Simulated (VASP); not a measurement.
**AgCl: single point with PBEsol**

AgCl:

```
CELL_PARAMETERS angstrom
0.00000 2.42842 2.42842
2.42842 0.00000 2.42842
2.42842 2.42842 0.00000
ATOMIC_POSITIONS crystal
Ag 0.00000 0.00000 0.00000
Cl 0.50000 0.50000 0.50000
```

```
Program             : VASP 6.6.1
Task                : single point
Functional          : PBEsol
Potentials or basis : VASP PAW PBE potentials, release 64 (Ag, Cl)
Cutoff              : 520 eV
k mesh              : 9 × 9 × 9
Occupations         : fermi-dirac, width 0.03 eV
Spin                : no spin polarisation
```

```json
{"Pressure": "47.9 GPa", "Band gap on the k mesh": "1.20 eV (least direct gap 2.74 eV)"}
```

Levels at points of the mesh, in eV from the valence-band top:
| k point | band 7 | band 8 | band 9 | band 10 | band 11 | band 12 |
| --- | --- | --- | --- | --- | --- | --- |
| (0.00, 0.00, 0.00) | -4.17 | -4.17 | -4.17 | 1.20 | 10.62 | 10.62 |

Run time: 24 s on 1 thread of Intel(R) Xeon(R) Platinum 8259CL CPU @ 2.50GHz (Skylake/Cascade Lake) (shared host), peak memory 0.16 GiB.

Caveat: the cell stands under pressure; the PAW data sets were made with another functional, which shifts forces and pressure a little; an odd mesh through Γ misses points on the zone boundary, where band edges can lie.
